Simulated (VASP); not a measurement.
Mg3Sb2, 5 atoms in the cell. Symmetry: P-3m1, No. 164, trigonal system. The conventional cell has a = 4.570 Å, b = 4.570 Å, c = 7.240 Å, α = 90.00°, β = 90.00°, γ = 120.00°. Mg (site symmetry 3m) has 4 Sb at 2.82 to 2.93 Å and 3 Mg at 3.27 Å within 3.7 Å. Within 4.1 Å of Mg (site symmetry -3m) lie 6 Sb at 3.12 Å and 6 Mg at 3.74 Å. Sb (site symmetry 3m) has 7 Mg at 2.82 to 3.12 Å within 3.7 Å. 

```yaml
Program: VASP 6.6.1
Task: single point
Functional: r2SCAN
Potentials_or_basis: VASP PAW PBE potentials, release 64 (Mg, Sb)
Cutoff: 660 eV
k_mesh: 6 × 6 × 4
Occupations: fermi-dirac, width 0.02 eV
Spin: no spin polarisation
Dipole_correction: no
Further_INCAR_settings: ALGO = Normal; EDIFF = 1e-06; NBANDS = 16
```

Potentials or basis: VASP PAW PBE potentials, release 64 (Mg, Sb).

Launch:

```sh
$ cat potpaw_PBE.64/Mg/POTCAR potpaw_PBE.64/Sb/POTCAR > POTCAR
$ cp INCAR.step1 INCAR
$ mpirun -np 1 vasp_std > vasp.out
$ cp INCAR.step2 INCAR
$ mpirun -np 1 vasp_std > vasp.out
```

Hardware: 1 thread of Intel Xeon 6975P-C (shared host).

Question: How long does it take, and how much memory?

Answer: It took 4 min on 1 thread of Intel Xeon 6975P-C (shared host), peak memory 0.38 GiB. Counts: k points 24.
